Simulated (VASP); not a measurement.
Write the native input for VASP 6.6.1 that does the following.

```
Task                   : single point
Functional             : PBEsol
Potentials or basis    : VASP PAW PBE potentials, release 64 (Ba_sv, Ti_sv, O)
Cutoff                 : 520 eV
k mesh                 : 6 × 6 × 6
Occupations            : gaussian, width 0.02 eV
Spin                   : no spin polarisation
Dipole correction      : no
Further INCAR settings : LREAL = Auto; ALGO = Normal; EDIFF = 1e-07; NBANDS = 87
```

The structure of Ba3TiO5 lies in POSCAR:

```
Ba3TiO5
1.0
   -3.6114173029      3.6114173029      5.9058868849
    3.6114173029     -3.6114173029      5.9058868849
    3.6114173029      3.6114173029     -5.9058868849
Ba Ti O
6 2 10
Direct
    0.2500000000      0.2500000000      0.0000000000
    0.7500000000      0.7500000000      0.0000000000
    0.1790499510      0.6790499510      0.8580999020
    0.8209500490      0.3209500490      0.1419000981
    0.6790499510      0.8209500490      0.5000000000
    0.3209500490      0.1790499510      0.5000000000
    0.7500000000      0.2500000000      0.5000000000
    0.2500000000      0.7500000000      0.5000000000
    0.7974804422      0.2974804422      0.7812386621
    0.2025195578      0.7025195578      0.2187613379
    0.5162417801      0.0162417801      0.2187613379
    0.2974804422      0.5162417801      0.5000000000
    0.9837582199      0.2025195578      0.5000000000
    0.4837582199      0.9837582199      0.7812386621
    0.7025195578      0.4837582199      0.5000000000
    0.0162417801      0.7974804422      0.5000000000
    0.0000000000      0.0000000000      0.0000000000
    0.5000000000      0.5000000000      0.0000000000
```

These files were run (other wordings do the same):

INCAR

```
SYSTEM = Ba3TiO5
PREC     = Accurate       ! precision mode
ENCUT    = 520            ! plane-wave cutoff, eV
EDIFF    = 1E-7           ! SCF threshold, eV
ISMEAR   = 0              ! smearing method
SIGMA    = 0.02           ! smearing width, eV
LREAL    = Auto         
LASPH    = .True.         ! aspherical terms in the spheres
NELM     = 60             ! most SCF steps
ALGO     = Normal         ! electronic algorithm
ISIF     = 2              ! what is computed and relaxed
LWAVE    = .False.        ! write WAVECAR
LCHARG   = .False.        ! write CHGCAR
GGA      = PS             ! functional
NBANDS   = 87             ! bands
```

KPOINTS

```
regular mesh
0
Gamma
  6 6 6
  0 0 0
```

Potentials or basis: VASP PAW PBE potentials, release 64 (Ba_sv, Ti_sv, O).

Launch:

```console
$ cat potpaw_PBE.64/Ba_sv/POTCAR potpaw_PBE.64/Ti_sv/POTCAR potpaw_PBE.64/O/POTCAR > POTCAR
$ mpirun -np 1 vasp_std > vasp.out
```

Results of the run:

```
Pressure               : 1.7 GPa
Largest force          : 0.163 eV/Å
Band gap on the k mesh : 2.61 eV (least direct gap 2.62 eV)
```

Caveat: the PAW data sets were made with another functional, which shifts forces and pressure a little; spin-orbit coupling is left out, which moves the levels of the heavy elements.

Run time: 27 min on 1 thread of AMD EPYC 9R45 96-Core Processor (Zen 5), with other jobs on the host, peak memory 0.76 GiB.
